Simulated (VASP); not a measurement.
# AlV2C (P6_3/mmc) in VASP: a series of runs

AlV2C is run at these levels: PBEsol, LDA, PBE; tasks: single point.

Everything below comes from runs of VASP 6.6.1. Logs are shortened: lines on timing, memory, paths and dates and some standing lists are left out, and cuts for length are marked.

**1. The cell of the first run**

Symmetry: P6_3/mmc, No. 194, hexagonal system. Conventional cell: a = 2.888 Å, b = 2.888 Å, c = 13.105 Å, α = 90.00°, β = 90.00°, γ = 120.00°. V (site symmetry 3m) has 3 C at 2.02 Å and 3 Al at 2.72 Å and 9 V at 2.81 to 2.89 Å within 2.9 Å. Al (site symmetry -6m2) has 6 V at 2.72 Å and 6 Al at 2.89 Å and 6 C at 3.68 Å within 3.7 Å. C (site symmetry -3m) has 6 V at 2.02 Å within 2.7 Å.

**2. Single point, PBEsol, collinear spin, ferrimagnetic start**

INCAR reads:

```
SYSTEM = AlV2C
ALGO     = Normal         ! electronic algorithm
EDIFF    = 1E-6           ! SCF threshold, eV
ENCUT    = 520            ! plane-wave cutoff, eV
GGA      = PS             ! functional
ISIF     = 2              ! what is computed and relaxed
ISMEAR   = -1             ! smearing method
ISPIN    = 2              ! spin polarisation
LASPH    = .True.         ! aspherical terms in the spheres
LCHARG   = .False.        ! write CHGCAR
LMAXMIX  = 4              ! l up to which the mixer works
LORBIT   = 11             ! projections on sites
LREAL    = .False.        ! projectors in reciprocal space
LWAVE    = .False.        ! write WAVECAR
MAGMOM   = 2 -1 2 -1 0 0 0 0 ! initial moments
NBANDS   = 47             ! bands
NELM     = 150            ! most SCF steps
PREC     = Accurate       ! precision mode
SIGMA    = 0.05           ! smearing width, eV
```

KPOINTS reads:

```
k-points
0
Gamma
  11 11 2
  0 0 0
```

POSCAR reads:

```
AlV2C
1.0
    2.8875990726      0.0000000000      0.0000000000
   -1.4437995363      2.5007341528      0.0000000000
    0.0000000000      0.0000000000     13.1048231100
V Al C
4 2 2
Direct
    0.3333333333      0.6666666667      0.9136157800
    0.6666666667      0.3333333333      0.0863842200
    0.6666666667      0.3333333333      0.4136157800
    0.3333333333      0.6666666667      0.5863842200
    0.6666666667      0.3333333333      0.7500000000
    0.3333333333      0.6666666667      0.2500000000
    0.0000000000      0.0000000000      0.5000000000
    0.0000000000      0.0000000000      0.0000000000
```

Potentials or basis: VASP PAW PBE potentials, release 64 (V_sv, Al, C).

Launch:

```console
> cat potpaw_PBE.64/V_sv/POTCAR potpaw_PBE.64/Al/POTCAR potpaw_PBE.64/C/POTCAR > POTCAR
> mpirun -np 1 vasp_std > vasp.out
```

OUTCAR:

```text
SYSTEM = AlV2C
   EDIFF = 1E-6
   ENCUT = 520
   GGA = PS
   ISIF = 2
   ISMEAR = -1
   ISPIN = 2
   LASPH = .True.
   LORBIT = 11
   LREAL = .False.
   NELM = 150
   PREC = Accurate

 ion  position               nearest neighbor table
   1  0.333  0.667  0.914-   8 2.02   8 2.02   8 2.02   5 2.72   5 2.72   5 2.72   2 2.81   2 2.81
                             2 2.81
   2  0.667  0.333  0.086-   8 2.02   8 2.02   8 2.02   6 2.72   6 2.72   6 2.72   1 2.81   1 2.81
                             1 2.81
   3  0.667  0.333  0.414-   7 2.02   7 2.02   7 2.02   6 2.72   6 2.72   6 2.72   4 2.81   4 2.81
                             4 2.81
   4  0.333  0.667  0.586-   7 2.02   7 2.02   7 2.02   5 2.72   5 2.72   5 2.72   3 2.81   3 2.81
                             3 2.81
   5  0.667  0.333  0.750-   1 2.72   4 2.72   1 2.72   4 2.72   1 2.72   4 2.72
   6  0.333  0.667  0.250-   2 2.72   3 2.72   2 2.72   3 2.72   2 2.72   3 2.72
   7  0.000  0.000  0.500-   3 2.02   4 2.02   4 2.02   3 2.02   3 2.02   4 2.02
   8  0.000  0.000  0.000-   1 2.02   2 2.02   1 2.02   2 2.02   2 2.02   1 2.02

  LATTYP: Found a hexagonal cell.
 ALAT       =     2.8875990726
 C/A-ratio  =     4.5383111646

  Lattice vectors:

 A1 = (   2.8875990726,   0.0000000000,   0.0000000000)
 A2 = (  -1.4437995363,   2.5007341528,   0.0000000000)
 A3 = (   0.0000000000,   0.0000000000,  13.1048231100)

Analysis of symmetry for initial positions (statically):
=====================================================================
 Subroutine PRICEL returns:
 Original cell was already a primitive cell.

 Routine SETGRP: Setting up the symmetry group for a
 hexagonal supercell.

 Subroutine GETGRP returns: Found 24 space group operations
 (whereof 12 operations were pure point group operations)
 out of a pool of 24 trial point group operations.

The static configuration has the point symmetry D_3d.
 The point group associated with its full space group is D_6h.

Analysis of symmetry for dynamics (positions and initial velocities):
=====================================================================
 Subroutine PRICEL returns:
 Original cell was already a primitive cell.

 Routine SETGRP: Setting up the symmetry group for a
 hexagonal supercell.

 Subroutine GETGRP returns: Found 24 space group operations
 (whereof 12 operations were pure point group operations)
 out of a pool of 24 trial point group operations.

The dynamic configuration has the point symmetry D_3d.
 The point group associated with its full space group is D_6h.

Analysis of structural, dynamic, and magnetic symmetry:
=====================================================================
 Subroutine PRICEL returns:
 Original cell was already a primitive cell.

 Routine SETGRP: Setting up the symmetry group for a
 hexagonal supercell.

 Subroutine GETGRP returns: Found 12 space group operations
 (whereof  6 operations were pure point group operations)
 out of a pool of 24 trial point group operations.

The overall configuration has the point symmetry C_3v.
 The point group associated with its full space group is C_6v.

 Subroutine INISYM returns: Found 12 space group operations
 (whereof  6 operations are pure point group operations),
 and found     1 'primitive' translations

----------------------------------------------------------------------------------------

                                     Primitive cell

  volume of cell :      94.6315

  direct lattice vectors                    reciprocal lattice vectors
     2.887599073  0.000000000  0.000000000     0.346308464  0.199941285  0.000000000
    -1.443799536  2.500734153  0.000000000     0.000000000  0.399882570  0.000000000
     0.000000000  0.000000000 13.104823110     0.000000000  0.000000000  0.076307783

  length of vectors
     2.887599073  2.887599073 13.104823110     0.399882570  0.399882570  0.076307783

  position of ions in fractional coordinates (direct lattice)
     0.333333333  0.666666667  0.913615780
     0.666666667  0.333333333  0.086384220
     0.666666667  0.333333333  0.413615780
     0.333333333  0.666666667  0.586384220
     0.666666667  0.333333333  0.750000000
     0.333333333  0.666666667  0.250000000
     0.000000000  0.000000000  0.500000000
     0.000000000  0.000000000  0.000000000

  ion indices of the primitive-cell ions
   primitive index   ion index
                 1           1
                 2           2
                 3           3
                 4           4
                 5           5
                 6           6
                 7           7
                 8           8

----------------------------------------------------------------------------------------

 KPOINTS: k-points

Automatic generation of k-mesh.
 Grid dimensions read from file:
 generate k-points for:   11   11    2

 Generating k-lattice:

  Cartesian coordinates                     Fractional coordinates (reciprocal lattice)
     0.031482588  0.018176480  0.000000000     0.090909091  0.000000000  0.000000000
     0.000000000  0.036352961  0.000000000     0.000000000  0.090909091  0.000000000
     0.000000000  0.000000000  0.038153892     0.000000000  0.000000000  0.500000000

  Length of vectors
     0.036352961  0.036352961  0.038153892

  Shift w.r.t. Gamma in fractional coordinates (k-lattice)
     0.000000000  0.000000000  0.000000000

 Subroutine IBZKPT returns following result:
 ===========================================

 Found     32 irreducible k-points:

 Following reciprocal coordinates:
            Coordinates               Weight
  0.000000  0.000000  0.000000      1.000000
  0.090909  0.000000  0.000000      6.000000
  0.181818  0.000000  0.000000      6.000000
  0.272727  0.000000  0.000000      6.000000
  0.363636 -0.000000  0.000000      6.000000
  0.454545  0.000000  0.000000      6.000000
[... 16 lines left out ...]
  0.090909  0.090909  0.500000      6.000000
  0.181818  0.090909  0.500000     12.000000
 [... further k-points ...]
   k-points           NKPTS =     32   k-points in BZ     NKDIM =     32   number of bands    NBANDS=     47
   number of dos      NEDOS =    301   number of ions     NIONS =      8
   total plane-waves  NPLWV =  56448
   dimension x,y,z NGX =    24 NGY =   24 NGZ =   98
   dimension x,y,z NGXF=    48 NGYF=   48 NGZF=  196
   ions per type =               4   2   2
   NGX,Y,Z   is equivalent  to a cutoff of  13.82, 13.82, 12.43 a.u.
   NGXF,Y,Z  is equivalent  to a cutoff of  27.63, 27.63, 24.86 a.u.
 SYSTEM =  AlV2C
   PREC   = accura    normal or accurate (medium, high low for compatibility)
   ISTART =      0    job   : 0-new  1-cont  2-samecut
   ICHARG =      2    charge: 1-file 2-atom 10-const
   ISPIN  =      2    spin polarized calculation?
   LNONCOLLINEAR =      F non collinear calculations
   LSORBIT =      F    spin-orbit coupling
   LASPH  =      T    aspherical Exc in radial PAW
   ENCUT  =  520.0 eV  38.22 Ry    6.18 a.u.   5.37  5.37 24.37*2*pi/ulx,y,z
   NELM   =    150;   NELMIN=  2; NELMDL= -5     # of ELM steps
   EDIFF  = 0.1E-05   stopping-criterion for ELM
   LREAL  =      F    real-space projection
   EDIFFG = 0.1E-04   stopping-criterion for IOM
   NSW    =      0    number of steps for IOM
   IBRION =     -1    ionic relax: 0-MD 1-quasi-New 2-CG
   NFREE  =      0    steps in history (QN), initial steepest desc. (CG)
   ISIF   =      2    stress and relaxation
   ISYM   =      2    0-nonsym 1-usesym 2-fastsym
   POTIM  = 0.5000    time-step for ionic-motion
   TEBEG  =    0.0;   TEEND  =   0.0 temperature during run
   PSTRESS=    0.0 pullay stress
   NELECT =      66.0000    total number of electrons
   NUPDOWN=      -1.0000    fix difference up-down
   EMIN   =  10.00;   EMAX   =-10.00  energy-range for DOS
   EFERMI =   0.00;   METHOD = LEGACY
   ISMEAR =    -1;   SIGMA  =   0.05  broadening in eV -4-tet -1-fermi 0-gaus
   EFERMI_NEDOS =   21; number of points for ismear=-14 and -15
   IALGO  =     38    algorithm
   IMIX   =      4    mixing-type and parameters
     AMIX     =   0.40;   BMIX     =  1.00
     AMIX_MAG =   1.60;   BMIX_MAG =  1.00
  volume/ion in A,a.u.               =      11.83        79.83
  Fermi-wavevector in a.u.,A,eV,Ry     =   1.451814  2.743530 28.677865  2.107764
  Thomas-Fermi vector in A             =   2.569268
   LORBIT       =     11    0 simple, 1 ext, 2 COOP (PROOUT), +10 PAW based schemes
   GGA     = PS    functional components
   LHFCALC =     F    Hartree Fock is set to
   AEXX    =    0.0000 exact exchange contribution
   IVDW    =     0    specifies the selected vdW correction
   LEPSILON=     F    determine dielectric tensor
   LRPA    =     F    only Hartree local field effects (RPA)
 spin polarized calculation
  energy-cutoff  :      520.00
  volume of cell :       94.63
 maximum number of plane-waves:      2605
 NGX is ok and might be reduce to    24
   NGX = 11   NGY = 11   NGZ = 49

 number of electron      66.0000013 magnetization       0.0021400

 Free energy of the ion-electron system (eV)
  ---------------------------------------------------
  ext. energy  EPLUGINS =         0.00000000
  ---------------------------------------------------
  free energy    TOTEN  =       -70.57751006 eV

  energy without entropy =      -70.54547605  energy(sigma->0) =      -70.56149305

 E-fermi :   9.5141     XC(G=0): -12.3482

 val. band max:        9.5078249261   @ k =   0.0909   0.0909   0.5000
 cond. band min:       9.5460132983   @ k =   0.3636   0.1818   0.0000
 fundamental gap:      0.0381883723
 Fermi energy:         9.5141235899

 spin component 1

 k-point     1 :       0.0000    0.0000    0.0000
  band No.  band energies     occupation
      1     -54.6136      1.00000
      2     -54.6135      1.00000
      3     -54.5554      1.00000
      4     -54.5553      1.00000
      5     -28.7752      1.00000
      6     -28.7728      1.00000
[... 37 lines left out ...]
     44      13.0988      0.00000
     45      14.6585      0.00000
[... 1063 lines left out ...]
      5     -28.7327      1.00000
      6     -28.7327      1.00000
[... 37 lines left out ...]
     44      13.5140      0.00000
     45      14.2993      0.00000

 [... further k-points ...]

 spin component 2

 k-point     1 :       0.0000    0.0000    0.0000
  band No.  band energies     occupation
      1     -54.6135      1.00000
      2     -54.6134      1.00000
      3     -54.5553      1.00000
      4     -54.5552      1.00000
      5     -28.7751      1.00000
      6     -28.7727      1.00000
[... 37 lines left out ...]
     44      13.0990      0.00000
     45      14.6589      0.00000
[... 1063 lines left out ...]
      5     -28.7326      1.00000
      6     -28.7326      1.00000
[... 37 lines left out ...]
     44      13.5142      0.00000
     45      14.2995      0.00000

 [... further k-points ...]

 [bands above 45 left out]

------------------------ aborting loop because EDIFF is reached ----------------------------------------

  FORCE on cell =-STRESS in cart. coord.  units (eV):
  Direction    XX          YY          ZZ          XY          YZ          ZX
  --------------------------------------------------------------------------------------
  -------------------------------------------------------------------------------------
  Total       -1.8850942     -1.8850942     -2.3916215     -0.0000000      0.0000000      0.0000000
  in kB      -31.9159715    -31.9159715    -40.4918348     -0.0000000      0.0000000      0.0000000
  external PRESSURE =     -34.7745926 kB  Pullay stress =       0.0000000 kB

 VOLUME and BASIS-vectors are now :
 -----------------------------------------------------------------------------
  energy-cutoff  :      520.00
  volume of cell :       94.63
      direct lattice vectors                 reciprocal lattice vectors
     2.887599073  0.000000000  0.000000000     0.346308464  0.199941285  0.000000000
    -1.443799536  2.500734153  0.000000000     0.000000000  0.399882570  0.000000000
     0.000000000  0.000000000 13.104823110     0.000000000  0.000000000  0.076307783

 POSITION                                       TOTAL-FORCE (eV/Angst)
 -----------------------------------------------------------------------------------
     -0.00000      1.66716     11.97277        -0.000000     -0.000000      0.445380
      1.44380      0.83358      1.13205         0.000000     -0.000000     -0.445255
      1.44380      0.83358      5.42036         0.000000     -0.000000      0.445380
     -0.00000      1.66716      7.68446        -0.000000      0.000000     -0.445255
      1.44380      0.83358      9.82862        -0.000000      0.000000     -0.000118
     -0.00000      1.66716      3.27621        -0.000000     -0.000000     -0.000118
      0.00000      0.00000      6.55241        -0.000000     -0.000000     -0.000008
      0.00000      0.00000      0.00000        -0.000000      0.000000     -0.000008
 -----------------------------------------------------------------------------------
    total drift:                               -0.000000      0.000000     -0.000208

  FREE ENERGIE OF THE ION-ELECTRON SYSTEM (eV)
  ---------------------------------------------------
  free  energy   TOTEN  =       -70.5775100575 eV

  energy  without entropy=      -70.5454760482  energy(sigma->0) =      -70.56149305

 total charge

# of ion       s       p       d       tot
------------------------------------------
    1        2.275   6.290   3.169  11.734
    2        2.275   6.290   3.169  11.734
    3        2.275   6.290   3.169  11.734
    4        2.275   6.290   3.169  11.734
    5        0.422   0.396   0.000   0.817
    6        0.422   0.396   0.000   0.817
    7        0.899   1.563   0.000   2.462
    8        0.899   1.563   0.000   2.462
--------------------------------------------------
tot         11.741  29.078  12.676  53.495

 magnetization (x)

# of ion       s       p       d       tot
------------------------------------------
    1       -0.000  -0.000   0.000   0.000
    2        0.000   0.000   0.000   0.000
    3       -0.000  -0.000   0.000   0.000
    4        0.000   0.000   0.000   0.000
    5        0.000   0.000   0.000   0.000
    6        0.000   0.000   0.000   0.000
    7        0.000  -0.000   0.000  -0.000
    8        0.000  -0.000   0.000  -0.000
--------------------------------------------------
tot          0.000   0.000   0.000   0.000
```

Run time: 9.6 min. Hardware: 1 thread of Intel Xeon 8259CL, shared host; peak memory 0.4 GiB.

What came out:

```
Free energy                                           : -70.5775 eV
Pressure                                              : -3.5 GPa
Largest force                                         : 0.445 eV/Å
Band gap on the k mesh                                : zero (filled and empty bands overlap)
Net moment                                            : 0.00 μB per cell
Valence electrons inside the program's atomic spheres : V 11.73; Al 0.82; C 2.46
```

Forces in eV/Å, atoms in the order of the input:
```
V    0.000  0.000  0.445
V    0.000  0.000 -0.445
V    0.000  0.000  0.445
V    0.000  0.000 -0.445
Al   0.000  0.000  0.000
Al   0.000  0.000  0.000
C    0.000  0.000  0.000
C    0.000  0.000  0.000
```

Stress tensor (GPa, compression positive):
```
-3.19  0.00  0.00
 0.00 -3.19  0.00
 0.00  0.00 -4.05
```

Caveat: the cell stands under tension; the PAW data sets were made with another functional, which shifts forces and pressure a little.

**3. Single point, LDA, collinear spin, ferromagnetic start**

INCAR reads:

```
PREC = Accurate
ENCUT = 520
EDIFF = 1E-6
ISMEAR = -1
SIGMA = 0.05
LREAL = F
LASPH = T
NELM = 150
ALGO = Normal
ISIF = 2
LWAVE = F
LCHARG = F
ISPIN = 2
MAGMOM = 2 2 2 2 0 0 0 0
LORBIT = 11
LMAXMIX = 4
GGA = CA
NBANDS = 47
```

KPOINTS reads:

```
regular mesh
0
Gamma
  11 11 2
```

POSCAR is that of step 2.

Potentials or basis: VASP PAW LDA potentials, release 64 (V_sv, Al, C).

Launch:

```console
> cat potpaw_LDA.64/V_sv/POTCAR potpaw_LDA.64/Al/POTCAR potpaw_LDA.64/C/POTCAR > POTCAR
> mpirun -np 1 vasp_std > vasp.out
```

Wall time 8.4 min (1 thread of Intel Xeon 8259CL, shared host); peak memory 0.34 GiB.

The run converged. Its results:

```yaml
Free_energy: -72.9519 eV
Pressure: -8.1 GPa
Largest_force: 0.598 eV/Å
Band_gap_on_the_k_mesh: zero (filled and empty bands overlap)
Net_moment: 0.00 μB per cell
Valence_electrons_inside_the_program's_atomic_spheres: V 11.75; Al 0.83; C 2.47
```

Forces on the atoms (eV/Å):
```
V    0.000  0.000  0.598
V    0.000  0.000 -0.598
V    0.000  0.000  0.598
V    0.000  0.000 -0.598
Al   0.000  0.000  0.000
Al   0.000  0.000  0.000
C    0.000  0.000  0.000
C    0.000  0.000  0.000
```

Stress tensor (GPa, compression positive):
```
-7.61  0.00  0.00
 0.00 -7.61  0.00
 0.00  0.00 -9.22
```

Levels at points of the mesh, in eV from the Fermi level:
Spin up:
```csv
k point,band 30,band 31,band 32,band 33,band 34,band 35,band 36,band 37
"(0.00, 0.00, 0.00)",-0.68,-0.27,-0.27,-0.25,-0.25,0.59,0.59,0.63
"(0.00, 0.00, 0.50)",-0.81,-0.26,-0.26,-0.26,-0.26,0.61,0.61,0.61
```
Spin down:
```csv
k point,band 31,band 32,band 33,band 34,band 35,band 36
"(0.00, 0.00, 0.00)",-0.27,-0.27,-0.25,-0.25,0.59,0.59
"(0.00, 0.00, 0.50)",-0.26,-0.26,-0.26,-0.26,0.61,0.61
```

Caveat: the cell stands under tension.

(Part 1 of 2 ends here.)
